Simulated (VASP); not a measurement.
# PtS2 (P-3m1) in VASP: relaxation of the atoms with PBEsol

Aim: the relaxation of the atoms of PtS2 with PBEsol.

Everything below comes from runs of VASP 6.6.1. Logs are shortened: lines on timing, memory, paths and dates and some standing lists are left out, and cuts for length are marked.

### Step 1. The cell of the first run

Symmetry: P-3m1, No. 164, trigonal system. The conventional cell has a = 3.573 Å, b = 3.573 Å, c = 4.713 Å, α = 90.00°, β = 90.00°, γ = 120.00°. Within 3.1 Å of Pt (site symmetry -3m) lie 6 S at 2.38 Å. Within 3.2 Å of S (site symmetry 3m) lie 3 Pt at 2.38 Å and 6 S at 3.11 to 3.15 Å.

### Step 2. Relaxation of the atoms, PBEsol (z stretched by -0.5 %, x and y held)

INCAR

```
SYSTEM = PtS2
PREC = Accurate
ENCUT = 520
EDIFF = 1E-6
ISMEAR = 0
SIGMA = 0.01
LREAL = .False.
LASPH = .True.
NELM = 60
ALGO = Normal
ISIF = 2
LWAVE = .False.
LCHARG = .False.
GGA = PS
IBRION = 2
NSW = 50
EDIFFG = -0.002
```

KPOINTS

```
regular mesh
0
Gamma
  10 10 6
  0 0 0
```

POSCAR

```
PtS2
1.0
    3.5733777869      0.0000000000      0.0000000000
   -1.7866888934      3.0946359408      0.0000000000
    0.0000000000      0.0000000000      4.7134217635
Pt S
1 2
Direct
    0.0000000000      0.0000000000      0.0000000000
    0.3333333333      0.6666666667      0.2524636773
    0.6666666667      0.3333333333      0.7475363227
```

Potentials or basis: VASP PAW PBE potentials, release 64 (Pt, S).

The run is started by

```
$ cat potpaw_PBE.64/Pt/POTCAR potpaw_PBE.64/S/POTCAR > POTCAR
$ mpirun -np 1 vasp_std > vasp.out
```

OUTCAR:

```text
SYSTEM = PtS2
   PREC = Accurate
   ENCUT = 520
   EDIFF = 1E-6
   ISMEAR = 0
   LREAL = .False.
   LASPH = .True.
   NELM = 60
   ISIF = 2
   GGA = PS
   IBRION = 2
   NSW = 50
   EDIFFG = -0.002

 ion  position               nearest neighbor table
   1  0.000  0.000  0.000-   2 2.38   3 2.38   2 2.38   3 2.38   3 2.38   2 2.38
   2  0.333  0.667  0.252-   1 2.38   1 2.38   1 2.38
   3  0.667  0.333  0.748-   1 2.38   1 2.38   1 2.38

  LATTYP: Found a hexagonal cell.
 ALAT       =     3.5733777869
 C/A-ratio  =     1.3190381887

  Lattice vectors:

 A1 = (   3.5733777869,   0.0000000000,   0.0000000000)
 A2 = (  -1.7866888934,   3.0946359408,   0.0000000000)
 A3 = (   0.0000000000,   0.0000000000,   4.7134217635)

Analysis of symmetry for initial positions (statically):
=====================================================================
 Subroutine PRICEL returns:
 Original cell was already a primitive cell.

 Routine SETGRP: Setting up the symmetry group for a
 hexagonal supercell.

 Subroutine GETGRP returns: Found 12 space group operations
 (whereof 12 operations were pure point group operations)
 out of a pool of 24 trial point group operations.

The static configuration has the point symmetry D_3d.

Analysis of symmetry for dynamics (positions and initial velocities):
=====================================================================
 Subroutine PRICEL returns:
 Original cell was already a primitive cell.

 Routine SETGRP: Setting up the symmetry group for a
 hexagonal supercell.

 Subroutine GETGRP returns: Found 12 space group operations
 (whereof 12 operations were pure point group operations)
 out of a pool of 24 trial point group operations.

The dynamic configuration has the point symmetry D_3d.

 Subroutine INISYM returns: Found 12 space group operations
 (whereof 12 operations are pure point group operations),
 and found     1 'primitive' translations

----------------------------------------------------------------------------------------

                                     Primitive cell

  volume of cell :      52.1224

  direct lattice vectors                    reciprocal lattice vectors
     3.573377787  0.000000000  0.000000000     0.279847265  0.161569894  0.000000000
    -1.786688893  3.094635941  0.000000000     0.000000000  0.323139787  0.000000000
     0.000000000  0.000000000  4.713421764     0.000000000  0.000000000  0.212160093

  length of vectors
     3.573377787  3.573377787  4.713421764     0.323139787  0.323139787  0.212160093

  position of ions in fractional coordinates (direct lattice)
     0.000000000  0.000000000  0.000000000
     0.333333333  0.666666667  0.252463677
     0.666666667  0.333333333  0.747536323

  ion indices of the primitive-cell ions
   primitive index   ion index
                 1           1
                 2           2
                 3           3

----------------------------------------------------------------------------------------

 KPOINTS: regular mesh

Automatic generation of k-mesh.
 Grid dimensions read from file:
 generate k-points for:   10   10    6

 Generating k-lattice:

  Cartesian coordinates                     Fractional coordinates (reciprocal lattice)
     0.027984726  0.016156989  0.000000000     0.100000000  0.000000000  0.000000000
     0.000000000  0.032313979  0.000000000     0.000000000  0.100000000  0.000000000
     0.000000000  0.000000000  0.035360016     0.000000000  0.000000000  0.166666667

  Length of vectors
     0.032313979  0.032313979  0.035360016

  Shift w.r.t. Gamma in fractional coordinates (k-lattice)
     0.000000000  0.000000000  0.000000000

 Subroutine IBZKPT returns following result:
 ===========================================

 Found     72 irreducible k-points:

 Following reciprocal coordinates:
            Coordinates               Weight
  0.000000  0.000000  0.000000      1.000000
  0.100000 -0.000000  0.000000      6.000000
  0.200000 -0.000000  0.000000      6.000000
  0.300000  0.000000  0.000000      6.000000
  0.400000 -0.000000  0.000000      6.000000
  0.500000 -0.000000  0.000000      3.000000
[... 16 lines left out ...]
  0.000000  0.400000  0.166667      6.000000
  0.500000 -0.000000  0.166667      6.000000
 [... further k-points ...]
   k-points           NKPTS =     72   k-points in BZ     NKDIM =     72   number of bands    NBANDS=     15
   number of dos      NEDOS =    301   number of ions     NIONS =      3
   total plane-waves  NPLWV =  28224
   dimension x,y,z NGX =    28 NGY =   28 NGZ =   36
   dimension x,y,z NGXF=    56 NGYF=   56 NGZF=   72
   ions per type =               1   2
   NGX,Y,Z   is equivalent  to a cutoff of  13.03, 13.03, 12.70 a.u.
   NGXF,Y,Z  is equivalent  to a cutoff of  26.05, 26.05, 25.39 a.u.
 SYSTEM =  PtS2
   PREC   = accura    normal or accurate (medium, high low for compatibility)
   ISTART =      0    job   : 0-new  1-cont  2-samecut
   ICHARG =      2    charge: 1-file 2-atom 10-const
   ISPIN  =      1    spin polarized calculation?
   LNONCOLLINEAR =      F non collinear calculations
   LSORBIT =      F    spin-orbit coupling
   LASPH  =      T    aspherical Exc in radial PAW
   ENCUT  =  520.0 eV  38.22 Ry    6.18 a.u.   6.64  6.64  8.76*2*pi/ulx,y,z
   NELM   =     60;   NELMIN=  2; NELMDL= -5     # of ELM steps
   EDIFF  = 0.1E-05   stopping-criterion for ELM
   LREAL  =      F    real-space projection
   EDIFFG = -.2E-02   stopping-criterion for IOM
   NSW    =     50    number of steps for IOM
   IBRION =      2    ionic relax: 0-MD 1-quasi-New 2-CG
   NFREE  =      1    steps in history (QN), initial steepest desc. (CG)
   ISIF   =      2    stress and relaxation
   ISYM   =      2    0-nonsym 1-usesym 2-fastsym
   POTIM  = 0.5000    time-step for ionic-motion
   TEBEG  =    0.0;   TEEND  =   0.0 temperature during run
   PSTRESS=    0.0 pullay stress
   NELECT =      22.0000    total number of electrons
   NUPDOWN=      -1.0000    fix difference up-down
   EMIN   =  10.00;   EMAX   =-10.00  energy-range for DOS
   EFERMI =   0.00;   METHOD = LEGACY
   ISMEAR =     0;   SIGMA  =   0.01  broadening in eV -4-tet -1-fermi 0-gaus
   EFERMI_NEDOS =   21; number of points for ismear=-14 and -15
   IALGO  =     38    algorithm
   IMIX   =      4    mixing-type and parameters
     AMIX     =   0.40;   BMIX     =  1.00
     AMIX_MAG =   1.60;   BMIX_MAG =  1.00
  volume/ion in A,a.u.               =      17.37       117.25
  Fermi-wavevector in a.u.,A,eV,Ry     =   1.228026  2.320632 20.518227  1.508047
  Thomas-Fermi vector in A             =   2.362967
   LORBIT       =      0    0 simple, 1 ext, 2 COOP (PROOUT), +10 PAW based schemes
   GGA     = PS    functional components
   LHFCALC =     F    Hartree Fock is set to
   AEXX    =    0.0000 exact exchange contribution
   IVDW    =     0    specifies the selected vdW correction
   LEPSILON=     F    determine dielectric tensor
   LRPA    =     F    only Hartree local field effects (RPA)
 conjugate gradient relaxation of ions
 non-spin polarized calculation
 Gauss-broadening in eV      SIGMA  =   0.01
  energy-cutoff  :      520.00
  volume of cell :       52.12
 maximum number of plane-waves:      1426
 NGX is ok and might be reduce to    28
   NGX = 13   NGY = 13   NGZ = 17

--------------------------------------- Ionic step        1  -------------------------------------------

 number of electron      21.9999999 magnetization

 Free energy of the ion-electron system (eV)
  ---------------------------------------------------
  ext. energy  EPLUGINS =         0.00000000
  ---------------------------------------------------
  free energy    TOTEN  =       -16.99683159 eV

  energy without entropy =      -16.99683159  energy(sigma->0) =      -16.99683159

------------------------ aborting loop because EDIFF is reached ----------------------------------------

  FORCE on cell =-STRESS in cart. coord.  units (eV):
  Direction    XX          YY          ZZ          XY          YZ          ZX
  --------------------------------------------------------------------------------------
  -------------------------------------------------------------------------------------
  Total        0.0560502      0.0560502      0.1796135      0.0000000     -0.0000000      0.0000000
  in kB        1.7229128      1.7229128      5.5210881      0.0000000     -0.0000000      0.0000000
  external PRESSURE =       2.9889712 kB  Pullay stress =       0.0000000 kB
[... 59 lines left out ...]
  energy  without entropy=      -16.9969261668  energy(sigma->0) =      -16.99692617

--------------------------------------- Ionic step        3  -------------------------------------------

 number of electron      21.9999999 magnetization

 Free energy of the ion-electron system (eV)
  ---------------------------------------------------
  ext. energy  EPLUGINS =         0.00000000
  ---------------------------------------------------
  free energy    TOTEN  =       -16.99694141 eV

  energy without entropy =      -16.99694141  energy(sigma->0) =      -16.99694141

 E-fermi :   7.8381     XC(G=0): -11.1749

 val. band max:        7.7662206979   @ k =   0.0000   0.0000   0.0000
 cond. band min:       7.9171175929   @ k =   0.0000   0.3000   0.3333
 fundamental gap:      0.1508968950
 Fermi energy:         7.8381079195

 k-point     1 :       0.0000    0.0000    0.0000
  band No.  band energies     occupation
      1      -8.1942      2.00000
      2      -4.7583      2.00000
      3       0.1292      2.00000
      4       0.5884      2.00000
      5       0.5884      2.00000
      6       3.4884      2.00000
      7       3.4884      2.00000
      8       5.3303      2.00000
      9       6.2004      2.00000
     10       6.2004      2.00000
     11       7.7662      2.00000
     12       9.1122      0.00000
     13       9.1122      0.00000
     14      11.3779      0.00000
     15      12.7572      0.00000
[... 397 lines left out ...]
 k-point    24 :       0.5000   -0.0000    0.1667
  band No.  band energies     occupation
      1      -6.1737      2.00000
      2      -5.8600      2.00000
      3      -0.1340      2.00000
      4       1.3316      2.00000
      5       1.8092      2.00000
      6       3.1275      2.00000
      7       3.9203      2.00000
      8       3.9488      2.00000
      9       4.1603      2.00000
     10       4.3159      2.00000
     11       5.1454      2.00000
     12       8.9544      0.00000
     13       9.7215      0.00000
     14      12.5287      0.00000
     15      13.3869      0.00000

 [... further k-points ...]
[... 5 lines left out ...]
  --------------------------------------------------------------------------------------
  -------------------------------------------------------------------------------------
  Total       -0.0183112     -0.0183112      0.0914052     -0.0000000      0.0000000     -0.0000000
  in kB       -0.5628630     -0.5628630      2.8096778     -0.0000000      0.0000000     -0.0000000
  external PRESSURE =       0.5613173 kB  Pullay stress =       0.0000000 kB
[... 18 lines left out ...]
  FREE ENERGIE OF THE ION-ELECTRON SYSTEM (eV)
  ---------------------------------------------------
  free  energy   TOTEN  =       -16.9969414125 eV

  energy  without entropy=      -16.9969414125  energy(sigma->0) =      -16.99694141

 reached required accuracy - stopping structural energy minimisation
```

Wall time 1.8 min (1 thread of Oxide Virtual Turin-like, shared host); peak memory 0.18 GiB.

Results:

* Free energy: -16.9969 eV
* Energy gained by relaxing: 0.0 meV/atom
* Ionic steps: 3
* Pressure after relaxing: 0.1 GPa
* Band gap on the k mesh: 0.15 eV (least direct gap 0.90 eV)

Stress tensor (GPa, compression positive):
```
-0.06  0.00  0.00
 0.00 -0.06  0.00
 0.00  0.00  0.28
```

The path:
| step | energy change (eV) | largest force (eV/Å) | pressure (GPa) |
| --- | --- | --- | --- |
| 1 | 0.0000 | 0.0380 | 0.30 |
| 2 | -0.0001 | 0.0147 | 0.13 |
| 3 | -0.0001 | 0.0004 | 0.06 |

Final structure:
```
Pt S
1.0
     3.57338    0.00000    0.00000
    -1.78669    3.09464    0.00000
     0.00000    0.00000    4.71342
Pt S
1 2
Direct
  0.00000 0.00000 0.00000
  0.33333 0.66667 0.25310
  0.66667 0.33333 0.74690
```

Levels at points of the mesh, in eV from the valence-band top:
| k point | band 9 | band 10 | band 11 | band 12 | band 13 | band 14 |
| --- | --- | --- | --- | --- | --- | --- |
| (0.00, 0.00, 0.00) | -1.57 | -1.57 | 0.00 | 1.35 | 1.35 | 3.61 |
| (0.50, 0.00, 0.00) | -3.62 | -3.53 | -2.93 | 0.85 | 2.34 | 5.18 |
| (0.00, 0.00, 0.50) | -2.02 | -2.02 | -1.47 | 2.33 | 2.33 | 5.16 |
| (0.50, 0.00, 0.50) | -3.25 | -3.25 | -1.56 | 0.94 | 1.70 | 4.78 |

Caveat: the cell differs from its parent crystal (z stretched by -0.5 %, x and y held); the PAW data sets were made with another functional, which shifts forces and pressure a little; spin-orbit coupling is left out, which moves the levels of the heavy elements.
